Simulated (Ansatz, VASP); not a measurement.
MgO: VASP beside Ansatz

POSCAR

```
MgO
1.0
    0.0000000000      2.1065500000      2.1065500000
    2.1065500000      0.0000000000      2.1065500000
    2.1065500000      2.1065500000      0.0000000000
Mg O
1 1
Direct
    0.0000000000      0.0000000000      0.0000000000
    0.5000000000      0.5000000000      0.5000000000
```

INCAR.step1

```
SYSTEM = MgO
PREC = Accurate
ENCUT = 660
ISMEAR = -1
SIGMA = 5E-4
LREAL = .FALSE.
LASPH = .TRUE.
NELM = 120
NBANDS = 11
GGA = PE
ALGO = Normal
EDIFF = 1E-5
LWAVE = .TRUE.
LCHARG = .FALSE.
GGA_COMPAT = .FALSE.
```

INCAR.step2

```
SYSTEM = MgO
PREC = Accurate
ENCUT = 660
EDIFF = 1E-6
ISMEAR = -1
SIGMA = 5E-4
LREAL = .FALSE.
LASPH = .TRUE.
NELM = 120
ALGO = Normal
ISIF = 2
LWAVE = .FALSE.
LCHARG = .FALSE.
METAGGA = R2SCAN
LMIXTAU = .TRUE.
NBANDS = 11
ISTART = 1
GGA_COMPAT = .FALSE.
```

The input KPOINTS:

```
regular mesh
0
G
  8 8 8
  0 0 0
```

Input for Ansatz:

```yaml
crystal:
  lattice:
    - [0.0, 2.10655, 2.10655]
    - [2.10655, 0.0, 2.10655]
    - [2.10655, 2.10655, 0.0]
  atoms:
    - { symbol: Mg, position: [0.0, 0.0, 0.0] }
    - { symbol: O, position: [0.5, 0.5, 0.5] }
hamiltonian:
  xc: r2scan
  pseudopotentials: { kind: paw }
basis:
  ecutwfc: 500
kpoints:
  mp_grid: { grid: [8, 8, 8] }
scf:
  occupations: { method: fermi_dirac, width: 0.0005 }
  lower_state_search: "off"
  algorithm: density_mixing
  max_iter: 50
  mixing: {}
output:
  forces: true
  stress: true
```

Alike in both runs: task single point; functional r2SCAN; k mesh 8 × 8 × 8; occupations fermi-dirac, width 0.0005 eV; no spin polarisation.

|  | VASP | Ansatz |
| --- | --- | --- |
| version | VASP 6.6.1 | Ansatz 0.2.0 |
| potentials or method | VASP PAW PBE potentials, release 64 (Mg, O), cutoff 660 eV | PAW, plane waves, scalar-relativistic |
| valence electrons in the cell | 8 | 16 |

Ansatz gave:

| Property | Result |
| --- | --- |
| pressure (GPa) | -1.0 |

Task: Estimate VASP's values.

Result: Pressure (GPa): -2.5.

VASP's potentials were made for PBE, not for r2SCAN. VASP's potentials hold 8 valence electrons a cell and Ansatz's 16, so a difference there can come from the potentials and not from the codes.
